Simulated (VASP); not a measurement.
Runs of VASP 6.6.1 on TaS2. The structure is that of space group P-3m1 (No. 164), or close to it. The cells are those of the table. 

```csv
task,cell,cutoff (eV),gap on the mesh (eV),pressure (GPa),largest force (eV/Å)
electric field gradients,"a = 3.361, b = 3.361, c = 5.879 Å, angles 90.0, 90.0, 120.0°, 3 atoms",400,none,(a),1.08
single point,"a = 3.451, b = 3.451, c = 5.860 Å, angles 90.0, 90.0, 120.0°, 3 atoms",500,none,0.7,0.46
single point,"a = 3.283, b = 3.283, c = 5.860 Å, angles 90.0, 90.0, 120.0°, 3 atoms",500,none,16.1,(b)
single point,"a = 3.282, b = 3.282, c = 5.740 Å, angles 90.0, 90.0, 120.0°, 3 atoms",500,none,20.3,2.42
```

Alike in all rows: level PBE; potentials or basis VASP PAW PBE potentials, release 64 (Ta_pv, S); no spin polarisation; k mesh 9 × 9 × 5; smearing fermi-dirac 0.03 eV.

Question: Estimate the missing entries.

Answer: (a) 7.6; (b) 1.87.

Caveats: spin-orbit coupling is left out, which moves the levels of the heavy elements; this functional lacks dispersion, which binds the layers, so the pressure and a relaxed spacing across them are unreliable; forces of over 1 eV/Å act on the atoms, so gaps and moduli don't describe the material at rest (some runs).

A k mesh can miss the band edges, and the runs leave out spin-orbit coupling on Ta.

A gap of «none» marks levels without a gap at the run's occupations.
